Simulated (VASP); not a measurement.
# Cd (P6/mmm) in VASP: a series of runs, part 2 of 2

VASP 6.6.1. The steps go on from the part before.

## (4) Relaxation of cell and atoms, PBEsol

INCAR reads:

```
SYSTEM = Cd
PREC = Accurate
ENCUT = 600
EDIFF = 1E-6
ISMEAR = 0
SIGMA = 0.1
LREAL = .False.
LASPH = .True.
NELM = 100
ALGO = Fast
ISIF = 3
LWAVE = .False.
LCHARG = .False.
GGA = PS
IBRION = 2
NSW = 100
EDIFFG = -0.01
```

KPOINTS reads:

```
Automatic mesh
0
Gamma
  21 21 20
  0 0 0
```

POSCAR reads:

```
Cd
1.0
    3.0050804100      0.0000000000      0.0000000000
   -1.5025402050      2.6024759754      0.0000000000
    0.0000000000      0.0000000000      2.8078720081
Cd
1
Direct
    0.0000000000      0.0000000000      0.0000000000
```

Potentials or basis: VASP PAW PBE potentials, release 64 (Cd).

The run is started by

```sh
> cat potpaw_PBE.64/Cd/POTCAR > POTCAR
> mpirun -np 1 vasp_std > vasp.out
```

OUTCAR:

```text
SYSTEM = Cd
   PREC = Accurate
   ENCUT = 600
   EDIFF = 1E-6
   ISMEAR = 0
   LREAL = .False.
   LASPH = .True.
   NELM = 100
   ISIF = 3
   GGA = PS
   IBRION = 2
   NSW = 100
   EDIFFG = -0.01

 ion  position               nearest neighbor table
   1  0.000  0.000  0.000-

  LATTYP: Found a hexagonal cell.
 ALAT       =     3.0050804100
 C/A-ratio  =     0.9343750000

  Lattice vectors:

 A1 = (   3.0050804100,   0.0000000000,   0.0000000000)
 A2 = (  -1.5025402050,   2.6024759754,   0.0000000000)
 A3 = (   0.0000000000,   0.0000000000,   2.8078720081)

Analysis of symmetry for initial positions (statically):
=====================================================================
 Subroutine PRICEL returns:
 Original cell was already a primitive cell.

 Routine SETGRP: Setting up the symmetry group for a
 hexagonal supercell.

 Subroutine GETGRP returns: Found 24 space group operations
 (whereof 24 operations were pure point group operations)
 out of a pool of 24 trial point group operations.

The static configuration has the point symmetry D_6h.

Analysis of symmetry for dynamics (positions and initial velocities):
=====================================================================
 Subroutine PRICEL returns:
 Original cell was already a primitive cell.

 Routine SETGRP: Setting up the symmetry group for a
[... 330 lines left out ...]

 number of electron      12.0000002 magnetization

 Free energy of the ion-electron system (eV)
  ---------------------------------------------------
  ext. energy  EPLUGINS =         0.00000000
  ---------------------------------------------------
  free energy    TOTEN  =        -1.09256229 eV

  energy without entropy =       -1.09056214  energy(sigma->0) =       -1.09156222

 E-fermi :   2.1849     XC(G=0): -10.7633

 val. band max:        2.1783084861   @ k =   0.3333   0.1905   0.4000
 cond. band min:       2.1918199270   @ k =   0.3810   0.1905   0.0000
 fundamental gap:      0.0135114408
 Fermi energy:         2.1848725638

 k-point     1 :       0.0000    0.0000    0.0000
  band No.  band energies     occupation
      1      -7.6127      2.00000
      2      -6.8737      2.00000
      3      -6.8737      2.00000
      4      -6.1517      2.00000
      5      -6.0425      2.00000
      6      -6.0425      2.00000
      7       9.8757      0.00000
      8      14.0420      0.00000
      9      17.0496      0.00000
     10      17.5728      0.00000
[... 287 lines left out ...]
 k-point    24 :       0.1905    0.0952    0.0000
  band No.  band energies     occupation
      1      -7.3153      2.00000
      2      -7.0559      2.00000
      3      -6.4317      2.00000
      4      -6.3747      2.00000
      5      -6.1277      2.00000
      6      -4.4516      2.00000
      7       9.4613      0.00000
      8      11.7123      0.00000
      9      11.9562      0.00000
     10      14.7107      0.00000

 [... further k-points ...]

------------------------ aborting loop because EDIFF is reached ----------------------------------------

  FORCE on cell =-STRESS in cart. coord.  units (eV):
  Direction    XX          YY          ZZ          XY          YZ          ZX
  --------------------------------------------------------------------------------------
  -------------------------------------------------------------------------------------
  Total       -0.0074498     -0.0074498      0.0031260     -0.0000000      0.0000000      0.0000000
  in kB       -0.5130222     -0.5130222      0.2152688     -0.0000000      0.0000000      0.0000000
  external PRESSURE =      -0.2702585 kB  Pullay stress =       0.0000000 kB
[... 16 lines left out ...]
  FREE ENERGIE OF THE ION-ELECTRON SYSTEM (eV)
  ---------------------------------------------------
  free  energy   TOTEN  =        -1.0925622919 eV

  energy  without entropy=       -1.0905621411  energy(sigma->0) =       -1.09156222

 reached required accuracy - stopping structural energy minimisation
```

OSZICAR:

```text
N       E                     dE             d eps       ncg     rms          rms(c)
DAV:   1     0.714879320675E+02    0.71488E+02   -0.76673E+03 11064   0.133E+03
DAV:   2    -0.201939747708E-01   -0.71508E+02   -0.68494E+02 10822   0.270E+02
[... 112 lines left out ...]
  14 F= -.10924547E+01 E0= -.10915244E+01  d E =-.166582E-03
       N       E                     dE             d eps       ncg     rms          rms(c)
DAV:   1    -0.110285519845E+01   -0.10401E-01   -0.41089E-01 11166   0.667E+00    0.469E-01
RMM:   2    -0.109569458540E+01    0.71606E-02   -0.26461E-03 10560   0.546E-01    0.256E-01
RMM:   3    -0.109255851455E+01    0.31361E-02   -0.32806E-03 10560   0.555E-01    0.780E-02
RMM:   4    -0.109256300839E+01   -0.44938E-05   -0.92727E-05 10560   0.124E-01    0.294E-02
RMM:   5    -0.109256229188E+01    0.71651E-06   -0.80784E-06 10407   0.363E-02
  15 F= -.10925623E+01 E0= -.10915622E+01  d E =-.274223E-03
```

CONTCAR:

```text
Cd
   1.00000000000000
     2.9466010238375628   -0.0000000000000000    0.0000000000000000
    -1.4733005119187814    2.5518313413901015   -0.0000000000000002
    -0.0000000000000000   -0.0000000000000002    3.0941701416357494
  Cd
     1
Direct
     0.0000000000000000    0.0000000000000000    0.0000000000000000

  0.00000000E+00  0.00000000E+00  0.00000000E+00
```

Wall time 16 min (1 thread of Oxide Virtual Turin-like, shared host); peak memory 0.24 GiB.

What came out:

* Free energy: -1.0926 eV
* Relaxed volume: 23.27 Å³/atom
* Relaxed cell: a = 2.947 Å, b = 2.947 Å, c = 3.094 Å, α = 90.00°, β = 90.00°, γ = 120.00°
* Space group after relaxing (to 0.1 Å): P6/mmm (No. 191)
* Energy gained by relaxing: 37.4 meV/atom
* Ionic steps: 15
* Pressure after relaxing: 0.0 GPa
* Band gap on the k mesh: zero (bands 6 and 7 overlap by 6.64 eV)

Step by step:
```csv
step,energy change (eV),largest force (eV/Å),pressure (GPa),volume (Å³)
1,0.0000,0.0000,3.42,21.96
2,-0.0288,0.0000,-0.51,23.47
3,-0.0291,0.0000,-1.11,23.80
4,-0.0292,0.0000,-1.05,23.73
5,-0.0351,0.0000,-0.48,23.41
6,-0.0366,0.0000,-0.14,23.22
7,-0.0363,0.0000,0.92,22.84
8,-0.0369,0.0000,0.38,23.05
9,-0.0369,0.0000,0.24,23.08
10,-0.0371,0.0000,-0.02,23.19
11,-0.0371,0.0000,-0.02,23.22
12,-0.0372,0.0000,-0.13,23.27
13,-0.0373,0.0000,-0.07,23.27
14,-0.0373,0.0000,0.11,23.26
15,-0.0374,0.0000,-0.03,23.27
```

Final structure:
```cif
data_structure
_symmetry_space_group_name_H-M 'P 1'
_symmetry_Int_Tables_number 1
_cell_length_a 2.9466
_cell_length_b 2.9466
_cell_length_c 3.0942
_cell_angle_alpha 90.000
_cell_angle_beta 90.000
_cell_angle_gamma 120.000
_cell_volume 23.27
loop_
_atom_site_label
_atom_site_type_symbol
_atom_site_fract_x
_atom_site_fract_y
_atom_site_fract_z
_atom_site_occupancy
Cd1 Cd 0.00000 0.00000 0.00000 1
```

Caveat: the PAW data sets were made with another functional, which shifts forces and pressure a little.

## (5) Summary

| task | cell | k mesh | cutoff (eV) | gap on the mesh (eV) | pressure (GPa) |
| --- | --- | --- | --- | --- | --- |
| single point | a = 3.005, b = 3.005, c = 2.808 Å, angles 90.0, 90.0, 120.0°, 1 atom | 9 × 9 × 6 | 520 | none | 3.5 |
| single point | a = 2.937, b = 2.937, c = 3.100 Å, angles 90.0, 90.0, 120.0°, 1 atom | 21 × 21 × 20 | 520 | none | 0.3 |
| relaxation of cell and atoms | relaxed from a = 3.005, b = 3.005, c = 2.808 Å, angles 90.0, 90.0, 120.0°, 1 atom | 21 × 21 × 20 | 600 | none | 0.0 |

Alike in all rows: level PBEsol; potentials or basis VASP PAW PBE potentials, release 64 (Cd); no spin polarisation; smearing gaussian 0.1 eV.

Caveats: some runs use coarse meshes; the PAW data sets were made with another functional, which shifts forces and pressure a little.

Total energies depend on the potentials used, so only differences within one code and one set of settings carry meaning.

The gap in the log of VASP goes by the Fermi energy; the results here count the filled bands.